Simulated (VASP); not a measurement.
Here is a VASP 6.6.1 calculation.

Contents of INCAR:

```
SYSTEM = BiTe
  ALGO = Normal
  EDIFF = 1E-6
  ENCUT = 520
  GGA = PE
  ISIF = 2
  ISMEAR = 0
  LASPH = .TRUE.
  LCHARG = .FALSE.
  LREAL = .FALSE.
  LWAVE = .FALSE.
  NBANDS = 18
  NELM = 100
  PREC = Accurate
  SIGMA = 0.1
```

Contents of KPOINTS:

```
k-points
0
G
  12 12 12
  0 0 0
```

Contents of POSCAR:

```
BiTe
1.0
    0.0000000000      3.3561430848      3.3561430848
    3.3561430848      0.0000000000      3.3561430848
    3.3561430848      3.3561430848      0.0000000000
Bi Te
1 1
Direct
    0.0000000000      0.0000000000      0.0000000000
    0.5000000000      0.5000000000      0.5000000000
```

Potentials or basis: VASP PAW PBE potentials, release 64 (Bi_d, Te).

Run with:

```bash
$ cat potpaw_PBE.64/Bi_d/POTCAR potpaw_PBE.64/Te/POTCAR > POTCAR
$ mpirun -np 1 vasp_std > vasp.out
```

(1) What does it give for the pressure?

(2) Estimate the band gap on the k mesh.

## Answers

(1) -3.6 GPa.

(2) zero (an odd number of electrons rules out a gap without spin polarisation).

Caveat: the cell stands under tension; spin-orbit coupling is left out, which moves the levels of the heavy elements.
